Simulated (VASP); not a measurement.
BN, 2 atoms in the cell. Symmetry: F-43m, No. 216, cubic system. The conventional cell has a = 3.616 Å, b = 3.616 Å, c = 3.616 Å, α = 90.00°, β = 90.00°, γ = 90.00°. B (site symmetry -43m) has 4 N at 1.57 Å within 2.1 Å. Within 2.1 Å of N (site symmetry -43m) lie 4 B at 1.57 Å. 

| Property | Result |
| --- | --- |
| Program | VASP 6.6.1 |
| Task | G0W0 quasiparticle levels |
| Functional | PBE |
| Potentials or basis | VASP PAW PBE potentials, release 64 (B_GW, N_GW) |
| Cutoff | 500 eV |
| k mesh | 2 × 2 × 2 |
| Occupations | gaussian, width 0.01 eV |
| Spin | no spin polarisation |
| Dipole correction | no |
| GW scheme | G0W0 |
| GW iterations | 1 |
| Cutoff of the response function | 180 |
| Frequency points | 48 |
| Empty bands | 115 |
| Further INCAR settings | ALGO = EVGW0; EDIFF = 1e-08; NBANDS = 119 |

Potentials or basis: VASP PAW PBE potentials, release 64 (B_GW, N_GW).

Launch:

```console
$ cat potpaw_PBE.64/B_GW/POTCAR potpaw_PBE.64/N_GW/POTCAR > POTCAR
$ cp INCAR.step1 INCAR
$ mpirun -np 1 vasp_std > vasp.out
$ cp INCAR.step2 INCAR
$ mpirun -np 1 vasp_std > vasp.out
$ cp INCAR.step3 INCAR
$ mpirun -np 1 vasp_std > vasp.out
```

Hardware: 1 thread of Intel Xeon 8259CL, with other jobs on the host.

**Question.** How long does it take, and how much memory?

**Answer.** It took 10 s on 1 thread of Intel Xeon 8259CL, on a shared host, peak memory 0.12 GiB. Counts: k points 3.
